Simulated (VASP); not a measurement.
Set up this calculation in VASP 6.6.1, as the native input.

```
Task                   : single point
Functional             : PBE
Potentials or basis    : VASP PAW PBE potentials, release 64 (Ta_pv, N)
Cutoff                 : 520 eV
k mesh                 : 12 × 12 × 11
Occupations            : fermi-dirac, width 0.1 eV
Spin                   : no spin polarisation
Dipole correction      : no
Further INCAR settings : ALGO = Normal; EDIFF = 1e-07; NBANDS = 15
```

The structure of TaN lies in POSCAR:

```
TaN
1.0
    2.9499657227      0.0000000000      0.0000000000
   -1.4749828613      2.5547452561      0.0000000000
    0.0000000000      0.0000000000      2.8976200183
Ta N
1 1
Direct
    0.3333333333      0.6666666667      0.5000000000
    0.0000000000      0.0000000000      0.0000000000
```

One way to write it, as run:

INCAR

```
SYSTEM = TaN
PREC = Accurate
ENCUT = 520
EDIFF = 1E-7
ISMEAR = -1
SIGMA = 0.1
LREAL = .FALSE.
LASPH = .TRUE.
NELM = 100
ALGO = Normal
ISIF = 2
LWAVE = .FALSE.
LCHARG = .TRUE.
GGA = PE
LELF = .TRUE.
LVHAR = .TRUE.
NBANDS = 15
```

KPOINTS

```
regular mesh
0
G
  12 12 11
  0 0 0
```

Potentials or basis: VASP PAW PBE potentials, release 64 (Ta_pv, N).

The run is started by

```sh
$ cat potpaw_PBE.64/Ta_pv/POTCAR potpaw_PBE.64/N/POTCAR > POTCAR
$ mpirun -np 1 vasp_std > vasp.out
```

Results of the run:

- Pressure: 0.7 GPa
- Band gap on the k mesh: zero (bands 8 and 9 overlap by 0.19 eV)

Caveat: spin-orbit coupling is left out, which moves the levels of the heavy elements.

It took 40 s on 1 thread of Intel Xeon 8259CL, on a shared host, peak memory 0.17 GiB.
